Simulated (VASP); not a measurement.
# Ga2O3 (C2/m) in VASP: further runs

Ga2O3 is run at these levels: r2SCAN; tasks: single point.

Program: VASP 6.6.1. These are calculated values, not measurements. Logs are shortened: lines on timing, memory, paths and dates and some standing lists are left out, and cuts for length are marked.

## (1) The cell of the first run

Symmetry: C2/m, No. 12, monoclinic system. Conventional cell: a = 12.255 Å, b = 3.039 Å, c = 5.808 Å, α = 90.00°, β = 103.81°, γ = 90.00°. Ga (site symmetry m) has 6 O at 1.94 to 2.08 Å within 2.6 Å. Ga (site symmetry m) has 4 O at 1.83 to 1.87 Å within 2.4 Å. O (site symmetry m) has 3 Ga at 1.84 to 1.94 Å within 2.4 Å. O (site symmetry m) has 4 Ga at 1.87 to 2.08 Å within 2.5 Å. Within 2.4 Å of O (site symmetry m) lie 3 Ga at 1.83 to 1.94 Å.

## (2) Single point, r2SCAN

Contents of POSCAR:

```
Ga2O3
1.0
    6.1274132809     -1.5195579626     -0.0026133712
    6.1274132809      1.5195579626     -0.0026133712
   -1.3836386891      0.0000000000      5.6410835604
Ga O
4 6
Direct
    0.3412592011      0.3412592011      0.6855528925
    0.6587407989      0.6587407989      0.3144471075
    0.9094930990      0.9094930990      0.2052289645
    0.0905069010      0.0905069010      0.7947710355
    0.5037036209      0.5037036209      0.7437495194
    0.4962963791      0.4962963791      0.2562504806
    0.8266558501      0.8266558501      0.4364660272
    0.1733441499      0.1733441499      0.5635339728
    0.1642075727      0.1642075727      0.1091301414
    0.8357924273      0.8357924273      0.8908698586
```

Contents of INCAR.step1:

```
  ALGO = Normal
  EDIFF = 1E-4
  ENCUT = 520
  GGA = PE
  ISMEAR = 0
  LASPH = True
  LCHARG = False
  LREAL = False
  LWAVE = True
  NBANDS = 55
  NELM = 60
  PREC = Accurate
  SIGMA = 0.01
```

Contents of INCAR.step2:

```
  ALGO = Normal
  EDIFF = 1E-6
  ENCUT = 520
  ISIF = 2
  ISMEAR = 0
  ISTART = 1
  LASPH = True
  LCHARG = False
  LMIXTAU = True
  LREAL = False
  LWAVE = False
  METAGGA = R2SCAN
  NBANDS = 55
  NELM = 60
  PREC = Accurate
  SIGMA = 0.01
```

Contents of KPOINTS:

```
k-points
0
Gamma
  8 8 4
```

Potentials or basis: VASP PAW PBE potentials, release 64 (Ga_d, O).

Started as:

```
> cat potpaw_PBE.64/Ga_d/POTCAR potpaw_PBE.64/O/POTCAR > POTCAR
> cp INCAR.step1 INCAR
> mpirun -np 1 vasp_std > vasp.out
> cp INCAR.step2 INCAR
> mpirun -np 1 vasp_std > vasp.out
```

OUTCAR:

```text
EDIFF = 1E-6
   ENCUT = 520
   ISIF = 2
   ISMEAR = 0
   ISTART = 1
   LASPH = True
   LREAL = False
   METAGGA = R2SCAN
   NELM = 60
   PREC = Accurate

 ion  position               nearest neighbor table
   1  0.341  0.341  0.686-   5 1.94  10 1.94  10 1.94   8 2.01   7 2.08   7 2.08
   2  0.659  0.659  0.314-   6 1.94   9 1.94   9 1.94   7 2.01   8 2.08   8 2.08
   3  0.909  0.909  0.205-  10 1.83   6 1.84   6 1.84   7 1.87
   4  0.091  0.091  0.795-   9 1.83   5 1.84   5 1.84   8 1.87
   5  0.504  0.504  0.744-   4 1.84   4 1.84   1 1.94
   6  0.496  0.496  0.256-   3 1.84   3 1.84   2 1.94
   7  0.827  0.827  0.436-   3 1.87   2 2.01   1 2.08   1 2.08
   8  0.173  0.173  0.564-   4 1.87   1 2.01   2 2.08   2 2.08
   9  0.164  0.164  0.109-   4 1.83   2 1.94   2 1.94
  10  0.836  0.836  0.891-   3 1.83   1 1.94   1 1.94

  LATTYP: Found a base centered monoclinic cell.
 ALAT       =    12.2548276764
 B/A-ratio  =     0.2479933627
 C/A-ratio  =     0.4739596673
 COS(beta)  =    -0.2386319461

  Lattice vectors:

 A1 = (   6.1274132809,  -1.5195579626,  -0.0026133712)
 A2 = (   6.1274132809,   1.5195579626,  -0.0026133712)
 A3 = (  -1.3836386891,   0.0000000000,   5.6410835604)

Analysis of symmetry for initial positions (statically):
=====================================================================
 Subroutine PRICEL returns:
 Original cell was already a primitive cell.

 Routine SETGRP: Setting up the symmetry group for a
 base centered monoclinic supercell.

 Subroutine GETGRP returns: Found  4 space group operations
 (whereof  4 operations were pure point group operations)
 out of a pool of  4 trial point group operations.

The static configuration has the point symmetry C_2h.

Analysis of symmetry for dynamics (positions and initial velocities):
=====================================================================
 Subroutine PRICEL returns:
 Original cell was already a primitive cell.

 Routine SETGRP: Setting up the symmetry group for a
 base centered monoclinic supercell.

 Subroutine GETGRP returns: Found  4 space group operations
 (whereof  4 operations were pure point group operations)
 out of a pool of  4 trial point group operations.

The dynamic configuration has the point symmetry C_2h.

 Subroutine INISYM returns: Found  4 space group operations
 (whereof  4 operations are pure point group operations),
 and found     1 'primitive' translations

----------------------------------------------------------------------------------------

                                     Primitive cell

  volume of cell :     105.0368

  direct lattice vectors                    reciprocal lattice vectors
     6.127413281 -1.519557963 -0.002613371     0.081609039 -0.329043059  0.020016974
     6.127413281  1.519557963 -0.002613371     0.081609039  0.329043059  0.020016974
    -1.383638689  0.000000000  5.641083560     0.000075615  0.000000000  0.177289454

  length of vectors
     6.313022790  6.313022790  5.808294049     0.339602781  0.339602781  0.177289470

  position of ions in fractional coordinates (direct lattice)
     0.341259201  0.341259201  0.685552892
     0.658740799  0.658740799  0.314447108
     0.909493099  0.909493099  0.205228965
     0.090506901  0.090506901  0.794771035
     0.503703621  0.503703621  0.743749519
     0.496296379  0.496296379  0.256250481
     0.826655850  0.826655850  0.436466027
     0.173344150  0.173344150  0.563533973
     0.164207573  0.164207573  0.109130141
     0.835792427  0.835792427  0.890869859

  ion indices of the primitive-cell ions
   primitive index   ion index
                 1           1
                 2           2
                 3           3
                 4           4
                 5           5
                 6           6
                 7           7
                 8           8
                 9           9
                10          10

----------------------------------------------------------------------------------------

 KPOINTS: k-points

Automatic generation of k-mesh.
 Grid dimensions read from file:
 generate k-points for:    8    8    4

 Generating k-lattice:

  Cartesian coordinates                     Fractional coordinates (reciprocal lattice)
     0.010201130 -0.041130382  0.002502122     0.125000000 -0.000000000  0.000000000
     0.010201130  0.041130382  0.002502122    -0.000000000  0.125000000  0.000000000
     0.000018904  0.000000000  0.044322363    -0.000000000 -0.000000000  0.250000000

  Length of vectors
     0.042450348  0.042450348  0.044322367

  Shift w.r.t. Gamma in fractional coordinates (k-lattice)
     0.000000000  0.000000000  0.000000000

 Subroutine IBZKPT returns following result:
 ===========================================

 Found     78 irreducible k-points:

 Following reciprocal coordinates:
            Coordinates               Weight
  0.000000  0.000000  0.000000      1.000000
  0.125000 -0.000000 -0.000000      4.000000
  0.250000 -0.000000 -0.000000      4.000000
  0.375000  0.000000 -0.000000      4.000000
  0.500000 -0.000000 -0.000000      2.000000
  0.125000  0.125000 -0.000000      2.000000
[... 16 lines left out ...]
  0.125000  0.000000  0.250000      4.000000
  0.250000 -0.000000  0.250000      4.000000
 [... further k-points ...]
   k-points           NKPTS =     78   k-points in BZ     NKDIM =     78   number of bands    NBANDS=     55
   number of dos      NEDOS =    301   number of ions     NIONS =     10
   total plane-waves  NPLWV = 110592
   dimension x,y,z NGX =    48 NGY =   48 NGZ =   48
   dimension x,y,z NGXF=    96 NGYF=   96 NGZF=   96
   ions per type =               4   6
   NGX,Y,Z   is equivalent  to a cutoff of  12.64, 12.64, 13.74 a.u.
   NGXF,Y,Z  is equivalent  to a cutoff of  25.28, 25.28, 27.48 a.u.
 SYSTEM =  unknown system
   PREC   = accura    normal or accurate (medium, high low for compatibility)
   ISTART =      1    job   : 0-new  1-cont  2-samecut
   ICHARG =      0    charge: 1-file 2-atom 10-const
   ISPIN  =      1    spin polarized calculation?
   LNONCOLLINEAR =      F non collinear calculations
   LSORBIT =      F    spin-orbit coupling
   LASPH  =      T    aspherical Exc in radial PAW
   ENCUT  =  520.0 eV  38.22 Ry    6.18 a.u.  11.74 11.74 10.80*2*pi/ulx,y,z
   NELM   =     60;   NELMIN=  2; NELMDL=  0     # of ELM steps
   EDIFF  = 0.1E-05   stopping-criterion for ELM
   LREAL  =      F    real-space projection
   EDIFFG = 0.1E-04   stopping-criterion for IOM
   NSW    =      0    number of steps for IOM
   IBRION =     -1    ionic relax: 0-MD 1-quasi-New 2-CG
   NFREE  =      0    steps in history (QN), initial steepest desc. (CG)
   ISIF   =      2    stress and relaxation
   ISYM   =      2    0-nonsym 1-usesym 2-fastsym
   POTIM  = 0.5000    time-step for ionic-motion
   TEBEG  =    0.0;   TEEND  =   0.0 temperature during run
   PSTRESS=    0.0 pullay stress
   NELECT =      88.0000    total number of electrons
   NUPDOWN=      -1.0000    fix difference up-down
   EMIN   =  10.00;   EMAX   =-10.00  energy-range for DOS
   EFERMI =   0.00;   METHOD = LEGACY
   ISMEAR =     0;   SIGMA  =   0.01  broadening in eV -4-tet -1-fermi 0-gaus
   EFERMI_NEDOS =   21; number of points for ismear=-14 and -15
   IALGO  =     38    algorithm
   IMIX   =      4    mixing-type and parameters
     AMIX     =   0.40;   BMIX     =  1.00
     AMIX_MAG =   1.60;   BMIX_MAG =  1.00
  volume/ion in A,a.u.               =      10.50        70.88
  Fermi-wavevector in a.u.,A,eV,Ry     =   1.543317  2.916447 32.406739  2.381828
  Thomas-Fermi vector in A             =   2.648997
   LORBIT       =      0    0 simple, 1 ext, 2 COOP (PROOUT), +10 PAW based schemes
   METAGGA = R2SCAN    functional components
   LHFCALC =     F    Hartree Fock is set to
   AEXX    =    0.0000 exact exchange contribution
   IVDW    =     0    specifies the selected vdW correction
   LEPSILON=     F    determine dielectric tensor
   LRPA    =     F    only Hartree local field effects (RPA)
 non-spin polarized calculation
 Gauss-broadening in eV      SIGMA  =   0.01
  energy-cutoff  :      520.00
  volume of cell :      105.04
 maximum number of plane-waves:      2850
   NGX = 23   NGY = 23   NGZ = 21

 number of electron      88.0000019 magnetization

 Free energy of the ion-electron system (eV)
  ---------------------------------------------------
  ext. energy  EPLUGINS =         0.00000000
  ---------------------------------------------------
  free energy    TOTEN  =      -102.44177502 eV

  energy without entropy =     -102.44177502  energy(sigma->0) =     -102.44177502

 E-fermi :   3.4757     XC(G=0): -12.5141

 val. band max:        3.3989232059   @ k =   0.5000   0.3750   0.5000
 cond. band min:       6.4111191295   @ k =   0.0000   0.0000   0.0000
 fundamental gap:      3.0121959236
 Fermi energy:         3.4757360508

 k-point     1 :       0.0000    0.0000    0.0000
  band No.  band energies     occupation
      1     -16.4250      2.00000
      2     -15.2734      2.00000
      3     -15.2571      2.00000
      4     -15.1319      2.00000
      5     -14.6880      2.00000
      6     -14.6620      2.00000
[... 47 lines left out ...]
     54      16.7153      0.00000
     55      17.0491      0.00000

 k-point     2 :       0.1250   -0.0000   -0.0000
  band No.  band energies     occupation
      1     -16.3071      2.00000
      2     -15.2613      2.00000
      3     -15.2271      2.00000
      4     -15.0561      2.00000
      5     -14.6864      2.00000
      6     -14.6595      2.00000
[... 47 lines left out ...]
     54      15.7811      0.00000
     55      15.9336      0.00000

 k-point     3 :       0.2500   -0.0000   -0.0000
  band No.  band energies     occupation
      1     -15.9887      2.00000
      2     -15.2184      2.00000
      3     -15.1199      2.00000
      4     -14.9482      2.00000
      5     -14.6754      2.00000
      6     -14.6534      2.00000
[... 1152 lines left out ...]
 k-point    23 :       0.1250    0.0000    0.2500
  band No.  band energies     occupation
      1     -16.1949      2.00000
      2     -15.4460      2.00000
      3     -15.2492      2.00000
      4     -14.9796      2.00000
      5     -14.7315      2.00000
      6     -14.6254      2.00000
[... 47 lines left out ...]
     54      15.9820      0.00000
     55      16.4265      0.00000

 k-point    24 :       0.2500   -0.0000    0.2500
  band No.  band energies     occupation
      1     -15.8847      2.00000
      2     -15.3220      2.00000
      3     -15.1652      2.00000
      4     -14.9100      2.00000
      5     -14.7137      2.00000
      6     -14.6292      2.00000
[... 47 lines left out ...]
     54      15.0551      0.00000
     55      16.4141      0.00000

 [... further k-points ...]

------------------------ aborting loop because EDIFF is reached ----------------------------------------

  FORCE on cell =-STRESS in cart. coord.  units (eV):
  Direction    XX          YY          ZZ          XY          YZ          ZX
  --------------------------------------------------------------------------------------
  -------------------------------------------------------------------------------------
  Total        1.1171156      1.3289277      1.1417222      0.0000000      0.0000000      0.0308080
  in kB       17.0399045     20.2707769     17.4152413      0.0000000      0.0000000      0.4699286
  external PRESSURE =      18.2419742 kB  Pullay stress =       0.0000000 kB

 VOLUME and BASIS-vectors are now :
 -----------------------------------------------------------------------------
  energy-cutoff  :      520.00
  volume of cell :      105.04
      direct lattice vectors                 reciprocal lattice vectors
     6.127413281 -1.519557963 -0.002613371     0.081609039 -0.329043059  0.020016974
     6.127413281  1.519557963 -0.002613371     0.081609039  0.329043059  0.020016974
    -1.383638689  0.000000000  5.641083560     0.000075615  0.000000000  0.177289454

 POSITION                                       TOTAL-FORCE (eV/Angst)
 -----------------------------------------------------------------------------------
      3.23351      0.00000      3.86548         0.014453      0.000000     -0.049250
      7.63767      0.00000      1.77038        -0.014453      0.000000      0.049250
     10.86172      0.00000      1.15296        -0.018785      0.000000      0.002262
      0.00947      0.00000      4.48290         0.018785      0.000000     -0.002262
      5.14372      0.00000      4.19292        -0.077674      0.000000     -0.029154
      5.72747      0.00000      1.44294         0.077674      0.000000      0.029154
      9.52661      0.00000      2.45782        -0.030173      0.000000      0.054751
      1.34458      0.00000      3.17804         0.030173      0.000000     -0.054751
      1.86134      0.00000      0.61475         0.062658      0.000000      0.034902
      9.00985      0.00000      5.02110        -0.062658      0.000000     -0.034902
 -----------------------------------------------------------------------------------
    total drift:                                0.000000     -0.000000     -0.000000

  FREE ENERGIE OF THE ION-ELECTRON SYSTEM (eV)
  ---------------------------------------------------
  free  energy   TOTEN  =      -102.4417750192 eV

  energy  without entropy=     -102.4417750192  energy(sigma->0) =     -102.44177502
```

Run time: 36 min. Hardware: 1 thread of AMD EPYC 9R45 (Zen 5), shared host; peak memory 0.53 GiB.

What came out:

```yaml
Free_energy: -102.4418 eV
Pressure: 1.8 GPa
Largest_force: 0.083 eV/Å
Band_gap_on_the_k_mesh: 3.01 eV (least direct gap 3.04 eV)
```

Forces on the atoms (eV/Å):
```
Ga   0.014  0.000 -0.049
Ga  -0.014  0.000  0.049
Ga  -0.019  0.000  0.002
Ga   0.019  0.000 -0.002
O   -0.078  0.000 -0.029
O    0.078  0.000  0.029
O   -0.030  0.000  0.055
O    0.030  0.000 -0.055
O    0.063  0.000  0.035
O   -0.063  0.000 -0.035
```

Levels at points of the mesh, in eV from the valence-band top:
```csv
k point,band 42,band 43,band 44,band 45,band 46,band 47
"(0.00, 0.00, 0.00)",-0.48,-0.27,-0.02,3.01,6.38,7.43
"(0.50, 0.00, 0.00)",-0.72,-0.45,-0.15,6.34,7.28,8.00
"(0.50, 0.50, 0.00)",-0.65,-0.41,-0.17,5.16,5.44,6.53
"(0.00, 0.00, 0.50)",-0.64,-0.47,-0.30,5.40,5.53,7.47
"(0.50, 0.00, 0.50)",-1.06,-0.73,-0.67,7.64,7.68,8.59
"(0.50, 0.50, 0.50)",-0.60,-0.59,-0.01,5.85,5.96,6.94
```

Caveat: the PAW data sets were made with another functional, which shifts forces and pressure a little. A k mesh can miss the band edges.

## (3) Single point, r2SCAN

POSCAR is that of step 2.

Contents of INCAR.step1:

```
ALGO = Normal
EDIFF = 1E-4
ENCUT = 520
GGA = PE
ISMEAR = -1
LASPH = True
LCHARG = False
LREAL = False
LWAVE = True
NBANDS = 55
NELM = 60
PREC = Accurate
SIGMA = 0.02
```

Contents of INCAR.step2:

```
ALGO = Normal
EDIFF = 1E-7
ENCUT = 520
ISIF = 2
ISMEAR = -1
ISTART = 1
LASPH = True
LCHARG = True
LELF = True
LMIXTAU = True
LREAL = False
LVHAR = True
LWAVE = False
METAGGA = R2SCAN
NBANDS = 55
NELM = 60
PREC = Accurate
SIGMA = 0.02
```

KPOINTS is that of step 2.

Potentials or basis: VASP PAW PBE potentials, release 64 (Ga_d, O).

Started as:

```
> cat potpaw_PBE.64/Ga_d/POTCAR potpaw_PBE.64/O/POTCAR > POTCAR
> cp INCAR.step1 INCAR
> mpirun -np 1 vasp_std > vasp.out
> cp INCAR.step2 INCAR
> mpirun -np 1 vasp_std > vasp.out
```

It took 73 min on 1 thread of Oxide Virtual Turin-like, shared host; peak memory 0.53 GiB.

Results (log left out):

```
Free energy            : -102.4418 eV
Pressure               : 1.8 GPa
Largest force          : 0.083 eV/Å
Band gap on the k mesh : 3.01 eV (least direct gap 3.04 eV)
```

Forces on the atoms (eV/Å):
```
Ga   0.014  0.000 -0.049
Ga  -0.014  0.000  0.049
Ga  -0.019  0.000  0.002
Ga   0.019  0.000 -0.002
O   -0.078  0.000 -0.029
O    0.078  0.000  0.029
O   -0.030  0.000  0.055
O    0.030  0.000 -0.055
O    0.063  0.000  0.035
O   -0.063  0.000 -0.035
```

Stress tensor (GPa, compression positive):
```
1.73 0.00 0.05
0.00 2.05 0.00
0.05 0.00 1.77
```

Levels at points of the mesh, in eV from the valence-band top:
| k point | band 40 | band 41 | band 42 | band 43 | band 44 | band 45 | band 46 | band 47 | band 48 | band 49 |
| --- | --- | --- | --- | --- | --- | --- | --- | --- | --- | --- |
| (0.00, 0.00, 0.00) | -0.67 | -0.67 | -0.48 | -0.27 | -0.02 | 3.01 | 6.38 | 7.43 | 7.53 | 8.56 |
| (0.50, 0.00, 0.00) | -1.29 | -0.75 | -0.72 | -0.45 | -0.15 | 6.34 | 7.28 | 8.00 | 8.25 | 8.78 |
| (0.50, 0.50, 0.00) | -1.09 | -0.68 | -0.65 | -0.42 | -0.17 | 5.16 | 5.44 | 6.53 | 7.35 | 8.77 |
| (0.00, 0.00, 0.50) | -1.41 | -0.66 | -0.64 | -0.47 | -0.30 | 5.40 | 5.53 | 7.47 | 7.99 | 8.52 |
| (0.50, 0.00, 0.50) | -1.25 | -1.13 | -1.06 | -0.73 | -0.67 | 7.64 | 7.68 | 8.59 | 8.78 | 9.23 |
| (0.50, 0.50, 0.50) | -0.69 | -0.62 | -0.60 | -0.59 | -0.01 | 5.85 | 5.96 | 6.94 | 7.30 | 7.70 |

Caveat: the PAW data sets were made with another functional, which shifts forces and pressure a little. A k mesh can miss the band edges.
